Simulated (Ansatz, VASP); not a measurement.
**One calculation of MgO, two programs**

```xyz
2
Lattice="2.9821 0.0000 0.0000 -1.4910 2.5826 0.0000 0.0000 0.0000 2.5993" Properties=species:S:1:pos:R:3 pbc="T T T"
Mg    0.0000    0.0000    0.0000
O     0.0000    1.7217    1.2996
```

Change from the starting cell: strain +0.015 along x and y, -0.030 along z, atoms carried along.

Alike in both runs: task single point; functional PBE; k mesh 9 × 9 × 8; occupations gaussian, width 0.05 eV; no spin polarisation.

|  | VASP | Ansatz |
| --- | --- | --- |
| version | VASP 6.6.1 | Ansatz 0.2.0 |
| potentials or method | VASP PAW PBE potentials, release 64 (Mg, O), cutoff 520 eV | scalar-relativistic, plane waves, PAW |
| valence electrons in the cell | 8 | 16 |

|  | VASP | Ansatz | Ansatz less VASP |
| --- | --- | --- | --- |
| gap on the k mesh at the Fermi level (eV) | 2.69 | 2.71 | +0.021 |
| least direct gap on the mesh (eV) | 3.01 | 3.03 | +0.018 |
| pressure (GPa) | 0.7 | 1.3 | +0.63 |
| traceless stress, the component that is largest in VASP (GPa) | 16.19 | 16.19 | -0.001 |

VASP's potentials hold 8 valence electrons a cell and Ansatz's 16, so a difference there can come from the potentials and not from the codes.
